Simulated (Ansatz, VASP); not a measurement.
BeTe in VASP and in Ansatz

```
Be Te
1.0
     1.78700   -4.79745    0.00000
     1.78700    4.79745    0.00000
     0.00000    0.00000    3.56915
Be Te
1 1
Direct
  0.50000 0.50000 0.50000
  0.00000 0.00000 0.00000
```

Alike in both runs: functional PBE-based screened hybrid; k mesh 4 × 4 × 4; occupations fermi-dirac, width 0.05 eV; no spin polarisation.

```csv
,VASP,Ansatz
version,VASP 6.6.1,Ansatz 0.2.0
potentials or method,"VASP PAW PBE potentials, release 64 (Be, Te)",Ansatz PAW
plane-wave cutoff (eV),520,420
valence electrons in the cell,8,18
task,single point,band structure
```

```csv
,VASP,Ansatz,Ansatz less VASP
gap on the k mesh at the Fermi level (eV),none,none,-
pressure (GPa),-0.8,-0.7,+0.10
"traceless stress, the component that is largest in VASP (GPa)",0.61,0.52,-0.092
```

VASP's potentials were made for PBE, not for PBE-based screened hybrid. A gap of «none» marks a metal or a gap that the smearing closes. With one functional, cell and mesh, what is left measures potentials, basis and numerics. VASP's potentials hold 8 valence electrons a cell and Ansatz's 18, so a difference there can come from the potentials and not from the codes.

The k mesh is coarse, so the values compare programs but aren't converged. Neither program's run includes spin-orbit coupling.
